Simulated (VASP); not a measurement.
Input of a VASP 6.6.1 run:

Contents of INCAR:

```
PREC     = Accurate       # precision mode
ENCUT    = 520            # plane-wave cutoff, eV
EDIFF    = 1E-7           # SCF threshold, eV
ISMEAR   = 0              # smearing method
SIGMA    = 0.02           # smearing width, eV
LREAL    = Auto         
LASPH    = T              # aspherical terms in the spheres
NELM     = 60             # most SCF steps
ALGO     = Normal         # electronic algorithm
ISIF     = 2              # what is computed and relaxed
LWAVE    = F              # write WAVECAR
LCHARG   = T              # write CHGCAR
GGA      = PE             # functional
LELF     = T              # ELF
LVHAR    = T            
NBANDS   = 56             # bands
```

File KPOINTS:

```
regular mesh
0
Gamma
  2 2 1
```

The input POSCAR:

```
PtC18
1.0
    7.3980000000      0.0000000000      0.0000000000
   -3.6990000000      6.4068560000      0.0000000000
    0.0000000000      0.0000000000     12.0000000000
C Pt
18 1
Direct
   -0.0020639671     -0.0046788940      0.0818670833
    0.2203837651      0.1055993767      0.0830279167
   -0.0020537673      0.3279084156      0.0849094167
    0.2202096187      0.4399204540      0.0847253333
    0.0000256226      0.6631318076      0.0864839167
    0.2204099338      0.7729193539      0.0847445000
    0.3305657008     -0.0047580280      0.0830317500
    0.5530001384      0.1055033857      0.0819055833
    0.3305253473      0.3279160637      0.0847544167
    0.5509221425      0.4377356070      0.0865126667
    0.3307302832      0.6609123102      0.0847176667
    0.5530010578      0.7729266898      0.0848700833
    0.6652125626     -0.0047641152      0.0830405833
    0.8857289700      0.1056060882      0.0830435000
    0.6627457146      0.3250240055      0.0833122500
    0.8872993963      0.4378202039      0.0867548333
    0.6636654157      0.6630464303      0.0866880000
    0.8881973161      0.7758201527      0.0832257500
    0.7752721983      0.5499972217      0.2473841667
```

Potentials or basis: VASP PAW PBE potentials, release 64 (C, Pt).

Run with:

```console
$ cat potpaw_PBE.64/C/POTCAR potpaw_PBE.64/Pt/POTCAR > POTCAR
$ mpirun -np 1 vasp_std > vasp.out
```

Task: Predict the band gap on the k mesh.

Result: 0.04 eV (least direct gap 0.07 eV).

Task: What does it give for the largest force?

Result: 0.036 eV/Å.

Forces in eV/Å, atoms in the order of the input:
```
C   -0.001  0.007  0.000
C   -0.003  0.005  0.003
C    0.008  0.000  0.004
C    0.001 -0.007 -0.007
C   -0.003 -0.002 -0.014
C    0.003  0.003 -0.011
C    0.008  0.003  0.004
C    0.002 -0.006 -0.001
C   -0.010 -0.001 -0.006
C    0.007  0.000 -0.003
C   -0.004 -0.002 -0.007
C   -0.004  0.001 -0.002
C   -0.007 -0.001  0.006
C    0.003  0.008  0.007
C    0.000 -0.010 -0.011
C   -0.010  0.002  0.013
C    0.005 -0.001  0.003
C    0.003  0.011 -0.014
Pt   0.000 -0.009  0.035
```

Caveat: the k points lie up to 0.49 Å⁻¹ apart; spin-orbit coupling is left out, which moves the levels of the heavy elements.
